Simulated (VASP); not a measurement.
Ge:

```
CELL_PARAMETERS angstrom
3.97076 0.00000 0.00000
-1.98538 3.43878 0.00000
0.00000 0.00000 6.55509
ATOMIC_POSITIONS crystal
Ge 0.33333 0.66667 0.93710
Ge 0.66667 0.33333 0.43710
Ge 0.33333 0.66667 0.56290
Ge 0.66667 0.33333 0.06290
```

Base run:

| Property | Result |
| --- | --- |
| Program | VASP 6.6.1 |
| Functional | r2SCAN |
| Potentials or basis | VASP PAW PBE potentials, release 64 (Ge_d) |
| Cutoff | 520 eV |
| k mesh | 8 × 8 × 4 |
| Occupations | fermi-dirac, width 0.05 eV |
| Spin | no spin polarisation |

Its results: pressure 1.5 GPa; largest force 0.016 eV/Å.

Question: The run is repeated on the same cell with these changes: functional from r2SCAN to LDA; potentials or basis from VASP PAW PBE potentials, release 64 (Ge_d) to VASP PAW LDA potentials, release 64 (Ge_d). What comes out?

Answer: Pressure -0.5 GPa; largest force 0.003 eV/Å.

Caveats: the PAW data sets were made with another functional, which shifts forces and pressure a little (some runs).
